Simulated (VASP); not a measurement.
# FeO (Wuestite) in VASP: notebook, part 2 of 2

VASP 6.6.1.

**4. Single point, BLYP, collinear spin, ferromagnetic start**

File INCAR:

```
PREC     = Accurate       # precision mode
ENCUT    = 600            # plane-wave cutoff, eV
EDIFF    = 1E-6           # SCF threshold, eV
ISMEAR   = -1             # smearing method
SIGMA    = 0.05           # smearing width, eV
LREAL    = False          # projectors in reciprocal space
LASPH    = True           # aspherical terms in the spheres
NELM     = 200            # most SCF steps
ALGO     = Normal         # electronic algorithm
ISIF     = 2              # what is computed and relaxed
LWAVE    = False          # write WAVECAR
LCHARG   = False          # write CHGCAR
ISPIN    = 2              # spin polarisation
MAGMOM   = 3 0            # initial moments
LORBIT   = 11             # projections on sites
LMAXMIX  = 4              # l up to which the mixer works
GGA      = B5             # functional
ALDAX    = 1.0          
AGGAX    = 1.0          
AGGAC    = 1.0          
ALDAC    = 0.0          
NBANDS   = 22             # bands
GGA_COMPAT= False
```

File KPOINTS:

```
Automatic mesh
0
Gamma
  11 11 11
```

File POSCAR:

```
FeO
1.0
    0.0000000000      2.1554000000      2.1554000000
    2.1554000000      0.0000000000      2.1554000000
    2.1554000000      2.1554000000      0.0000000000
Fe O
1 1
Direct
    0.0000000000      0.0000000000      0.0000000000
    0.5000000000      0.5000000000      0.5000000000
```

The run is started by

```bash
$ cat potpaw_PBE.64/Fe_sv/POTCAR potpaw_PBE.64/O/POTCAR > POTCAR
$ mpirun -np 1 vasp_std > vasp.out
```

Wall time 29 s (1 thread of Intel Xeon 6975P-C (Granite Rapids), shared host); peak memory 0.17 GiB.

It converged, with:

* Free energy: -13.9822 eV
* Pressure: 4.9 GPa
* Band gap on the k mesh: zero (filled and empty bands overlap)
* Net moment: 4.00 μB per cell
* Site moments: Fe +3.46; O +0.32 μB
* Valence electrons inside the program's atomic spheres: Fe 13.64; O 5.01

Levels at points of the mesh, in eV from the Fermi level:
Spin up:
| k point | band 9 | band 10 | band 11 | band 12 | band 13 | band 14 | band 15 | band 16 | band 17 | band 18 |
| --- | --- | --- | --- | --- | --- | --- | --- | --- | --- | --- |
| (0.00, 0.00, 0.00) | -3.72 | -3.72 | -3.72 | -3.50 | -3.50 | 0.45 | 16.05 | 17.39 | 17.39 | 17.39 |
Spin down:
| k point | band 5 | band 6 | band 7 | band 8 | band 9 | band 10 | band 11 | band 12 | band 13 | band 14 |
| --- | --- | --- | --- | --- | --- | --- | --- | --- | --- | --- |
| (0.00, 0.00, 0.00) | -20.04 | -3.23 | -3.23 | -3.23 | -0.73 | -0.73 | -0.73 | 0.20 | 0.20 | 1.17 |

Caveat: the PAW data sets were made with another functional, which shifts forces and pressure a little; a cell with one magnetic atom can't hold antiferromagnetic order, which such compounds often take; semilocal functionals often make such compounds metallic where correlation or magnetic order opens a gap, which also shifts bond lengths.

**5. Single point, PBEsol, collinear spin, ferromagnetic start**

This run uses another cell than the first one, of 9.62 Å³/atom, 0.960 times its volume.

File INCAR:

```
  ALGO = Normal
  EDIFF = 1E-6
  ENCUT = 600
  GGA = PS
  GGA_COMPAT = False
  ISIF = 2
  ISMEAR = -1
  ISPIN = 2
  LASPH = True
  LCHARG = False
  LMAXMIX = 4
  LORBIT = 11
  LREAL = False
  LWAVE = False
  MAGMOM = 3 0
  NBANDS = 22
  NELM = 200
  PREC = Accurate
  SIGMA = 0.05
```

File KPOINTS:

```
k-points
0
Gamma
  9 9 9
```

File POSCAR:

```
FeO
1.0
    0.0000000000      2.1122920000      2.1554000000
    2.1122920000      0.0000000000      2.1554000000
    2.1122920000      2.1122920000      0.0000000000
Fe O
1 1
Direct
    0.0000000000      0.0000000000      0.0000000000
    0.5000000000      0.5000000000      0.5000000000
```

Potentials or basis: VASP PAW PBE potentials, release 64 (Fe_sv, O).

The run is started by

```bash
$ cat potpaw_PBE.64/Fe_sv/POTCAR potpaw_PBE.64/O/POTCAR > POTCAR
$ mpirun -np 1 vasp_std > vasp.out
```

OUTCAR:

```text
EDIFF = 1E-6
   ENCUT = 600
   GGA = PS
   ISIF = 2
   ISMEAR = -1
   ISPIN = 2
   LASPH = True
   LORBIT = 11
   LREAL = False
   NELM = 200
   PREC = Accurate

 ion  position               nearest neighbor table
   1  0.000  0.000  0.000-   2 2.11   2 2.11   2 2.11   2 2.11   2 2.16   2 2.16
   2  0.500  0.500  0.500-   1 2.11   1 2.11   1 2.11   1 2.11   1 2.16   1 2.16

  LATTYP: Found a body centered tetragonal cell.
 ALAT       =     2.9872319941
 C/A-ratio  =     1.4430750636

  Lattice vectors:
[... 1415 lines left out ...]
  external PRESSURE =     -32.5840308 kB  Pullay stress =       0.0000000 kB

 VOLUME and BASIS-vectors are now :
 -----------------------------------------------------------------------------
  energy-cutoff  :      600.00
  volume of cell :       19.23
      direct lattice vectors                 reciprocal lattice vectors
     0.000000000  2.112292000  2.155400000    -0.236709697  0.236709697  0.231975503
     2.112292000  0.000000000  2.155400000     0.236709697 -0.236709697  0.231975503
     2.112292000  2.112292000  0.000000000     0.236709697  0.236709697 -0.231975503

 POSITION                                       TOTAL-FORCE (eV/Angst)
 -----------------------------------------------------------------------------------
      0.00000      0.00000      0.00000         0.000000      0.000000     -0.000000
      2.11229      2.11229      2.15540         0.000000      0.000000      0.000000
 -----------------------------------------------------------------------------------
    total drift:                                0.000000     -0.000000     -0.000000

  FREE ENERGIE OF THE ION-ELECTRON SYSTEM (eV)
  ---------------------------------------------------
  free  energy   TOTEN  =       -15.9719527185 eV

  energy  without entropy=      -15.9618909388  energy(sigma->0) =      -15.96692183

 total charge

# of ion       s       p       d       tot
------------------------------------------
    1        2.108   6.001   5.515  13.624
    2        1.547   3.440   0.000   4.987
--------------------------------------------------
tot          3.655   9.441   5.515  18.610

 magnetization (x)

# of ion       s       p       d       tot
------------------------------------------
    1        0.016   0.010   3.435   3.460
    2        0.032   0.275   0.000   0.307
--------------------------------------------------
tot          0.047   0.286   3.435   3.768
```

OSZICAR:

```text
N       E                     dE             d eps       ncg     rms          rms(c)
DAV:   1     0.306345617507E+03    0.30635E+03   -0.13028E+04  6792   0.145E+03
DAV:   2    -0.147282733343E+01   -0.30782E+03   -0.29098E+03  6762   0.473E+02
DAV:   3    -0.181243735177E+02   -0.16652E+02   -0.16469E+02  8000   0.126E+02
DAV:   4    -0.183871533546E+02   -0.26278E+00   -0.26272E+00  7348   0.172E+01
DAV:   5    -0.183936529194E+02   -0.64996E-02   -0.64994E-02  8034   0.281E+00    0.168E+01
DAV:   6    -0.165238217942E+02    0.18698E+01   -0.15822E+01 10436   0.576E+01    0.252E+01
DAV:   7    -0.160011524557E+02    0.52267E+00   -0.23358E+00  9040   0.307E+01    0.112E+01
DAV:   8    -0.159884825117E+02    0.12670E-01   -0.11210E-01  7718   0.318E+00    0.626E+00
DAV:   9    -0.159718053102E+02    0.16677E-01   -0.35807E-02  9972   0.276E+00    0.845E-01
DAV:  10    -0.159715856762E+02    0.21963E-03   -0.80867E-03  9110   0.130E+00    0.231E-01
DAV:  11    -0.159719290497E+02   -0.34337E-03   -0.95640E-04  8784   0.276E-01    0.840E-02
DAV:  12    -0.159719448786E+02   -0.15829E-04   -0.29460E-05  8836   0.557E-02    0.387E-02
DAV:  13    -0.159719518758E+02   -0.69972E-05   -0.19578E-05  7666   0.433E-02    0.108E-02
DAV:  14    -0.159719527185E+02   -0.84272E-06   -0.85800E-07  6324   0.116E-02
   1 F= -.15971953E+02 E0= -.15966922E+02  d E =-.100618E-01  mag=     3.9965
```

Run time: 43 s. Hardware: 1 thread of Intel Xeon Platinum 8488C (Sapphire Rapids), shared host; peak memory 0.19 GiB.

What came out:

```yaml
Free_energy: -15.9720 eV
Pressure: -3.3 GPa
Band_gap_on_the_k_mesh: zero (filled and empty bands overlap)
Net_moment: 4.00 μB per cell
Site_moments: Fe +3.46; O +0.31 μB
Valence_electrons_inside_the_program's_atomic_spheres: Fe 13.62; O 4.99
```

Levels at points of the mesh, in eV from the Fermi level:
Spin up:
```
           k point  band 11  band 12  band 13  band 14  band 15  band 16
(0.00, 0.00, 0.00)    -3.87    -3.68    -3.61     0.20    15.19    17.16
```
Spin down:
```tsv
k point	band 6	band 7	band 8	band 9	band 10	band 11	band 12	band 13
(0.00, 0.00, 0.00)	-3.44	-3.44	-3.38	-0.84	-0.74	-0.74	0.07	0.18
```

Caveat: the PAW data sets were made with another functional, which shifts forces and pressure a little; a cell with one magnetic atom can't hold antiferromagnetic order, which such compounds often take; semilocal functionals often make such compounds metallic where correlation or magnetic order opens a gap, which also shifts bond lengths. With open d or f shells a metallic result of PBEsol can be an artefact of self-interaction; +U or a hybrid may open a gap.

**6. Single point, PBE, collinear spin, ferromagnetic start**

File INCAR:

```
SYSTEM = FeO
PREC = Accurate ; ENCUT = 600
EDIFF = 1E-6 ; ISMEAR = 0
SIGMA = 0.013000000000000001 ; LREAL = .False.
LASPH = .True. ; NELM = 200
ALGO = Normal ; ISIF = 2
LWAVE = .False. ; LCHARG = .False.
ISPIN = 2 ; MAGMOM = 3 0
LORBIT = 11 ; LMAXMIX = 4
GGA = PE ; NBANDS = 22
GGA_COMPAT = .False.
```

File KPOINTS:

```
regular mesh
0
Gamma
  11 11 11
  0 0 0
```

File POSCAR:

```
FeO
1.0
    0.0000000000      2.1554000000      2.1554000000
    2.1554000000      0.0000000000      2.1554000000
    2.1554000000      2.1554000000      0.0000000000
Fe O
1 1
Direct
    0.0000000000      0.0000000000      0.0000000000
    0.5000000000      0.5000000000      0.5000000000
```

Potentials or basis: VASP PAW PBE potentials, release 64 (Fe_sv, O).

The run is started by

```bash
$ cat potpaw_PBE.64/Fe_sv/POTCAR potpaw_PBE.64/O/POTCAR > POTCAR
$ mpirun -np 1 vasp_std > vasp.out
```

It took 28 s on 1 thread of Intel Xeon Platinum 8488C (Sapphire Rapids), shared host; peak memory 0.18 GiB.

The run converged. Its results:

* Free energy: -15.0329 eV
* Pressure: -2.6 GPa
* Band gap on the k mesh: zero (filled and empty bands overlap)
* Net moment: 4.00 μB per cell
* Site moments: Fe +3.48; O +0.30 μB
* Valence electrons inside the program's atomic spheres: Fe 13.61; O 4.99

Levels at points of the mesh, in eV from the Fermi level:
Spin up:
```
           k point  band 9  band 10  band 11  band 12  band 13  band 14  band 15  band 16  band 17  band 18
(0.00, 0.00, 0.00)   -3.88    -3.88    -3.88    -3.68    -3.68     0.01    15.24    16.94    16.94    16.94
```
Spin down:
```csv
k point,band 5,band 6,band 7,band 8,band 9,band 10,band 11,band 12,band 13,band 14
"(0.00, 0.00, 0.00)",-20.27,-3.33,-3.33,-3.33,-0.74,-0.74,-0.74,0.21,0.22,0.80
```

Caveat: a cell with one magnetic atom can't hold antiferromagnetic order, which such compounds often take; semilocal functionals often make such compounds metallic where correlation or magnetic order opens a gap, which also shifts bond lengths.

**7. Summary**

| level | cell | k mesh | smearing | gap on the mesh (eV) | pressure (GPa) | moment (μB) |
| --- | --- | --- | --- | --- | --- | --- |
| PBE | a = 3.048 Å, angles 60.0°, 2 atoms | 11 × 11 × 11 | gaussian 0.025 eV | none | -2.6 | 4.00 |
| PBE | a = 3.048 Å, angles 60.0°, 2 atoms | 11 × 11 × 11 | gaussian 0.019 eV | none | -2.6 | 4.00 |
| BLYP | a = 3.048 Å, angles 60.0°, 2 atoms | 11 × 11 × 11 | fermi-dirac 0.05 eV | none | 4.9 | 4.00 |
| PBEsol | a = 3.018, b = 3.018, c = 2.987 Å, angles 60.3, 60.3, 59.3°, 2 atoms | 9 × 9 × 9 | fermi-dirac 0.05 eV | none | -3.3 | 4.00 |
| PBE | a = 3.048 Å, angles 60.0°, 2 atoms | 11 × 11 × 11 | gaussian 0.013 eV | none | -2.6 | 4.00 |

Alike in all rows: task single point; potentials or basis VASP PAW PBE potentials, release 64 (Fe_sv, O); spin collinear, ferromagnetic start; cutoff (eV) 600.

Every run on the cell as given and a fine mesh finds a metal. The pressure there spans -2.6 GPa (PBE) to 4.9 GPa (BLYP); a positive pressure means that this level wants a larger cell, a negative one a smaller.

Caveats: a cell with one magnetic atom can't hold antiferromagnetic order, which such compounds often take; semilocal functionals often make such compounds metallic where correlation or magnetic order opens a gap, which also shifts bond lengths; the PAW data sets were made with another functional, which shifts forces and pressure a little (some runs).

Absolute energies hang on the potentials; compare differences alone.

**8. How close it comes**

Step 2. Against the measured gap of FeO, 2.4 eV (optical; quoted in “W\"ustite: Electric, thermodynamic and optical properties of FeO”, 2012, arxiv:1203.1201), the calculated 0.00 eV is off by -2.40 eV. So large a miss can be the level of theory's own, or it may mean another phase, state or a wrong row. The value is that of PBE on a finite k mesh, which can miss the band edges, without temperature or zero-point motion. Semilocal functionals fall short of measured gaps as a rule. The run's magnetic order (collinear spin, ferromagnetic start) needn't be the measured crystal's.

Step 3. Against the measured gap of FeO, 2.4 eV (optical; quoted in “W\"ustite: Electric, thermodynamic and optical properties of FeO”, 2012, arxiv:1203.1201), the calculated 0.00 eV is off by -2.40 eV. So large a miss can be the level of theory's own, or it may mean another phase, state or a wrong row. The value is that of PBE on a finite k mesh, which can miss the band edges, without temperature or zero-point motion. Semilocal functionals fall short of measured gaps as a rule. The run's magnetic order (collinear spin, ferromagnetic start) needn't be the measured crystal's.

Step 6. A measured gap of FeO is 2.4 eV (optical; quoted in “W\"ustite: Electric, thermodynamic and optical properties of FeO”, 2012, arxiv:1203.1201); the calculated 0.00 eV misses it by -2.40 eV. So large a miss can be the level of theory's own, or it may mean another phase, state or a wrong row. The value is that of PBE on a finite k mesh, which can miss the band edges, without temperature or zero-point motion. Semilocal functionals fall short of measured gaps as a rule. The run's magnetic order (collinear spin, ferromagnetic start) needn't be the measured crystal's.
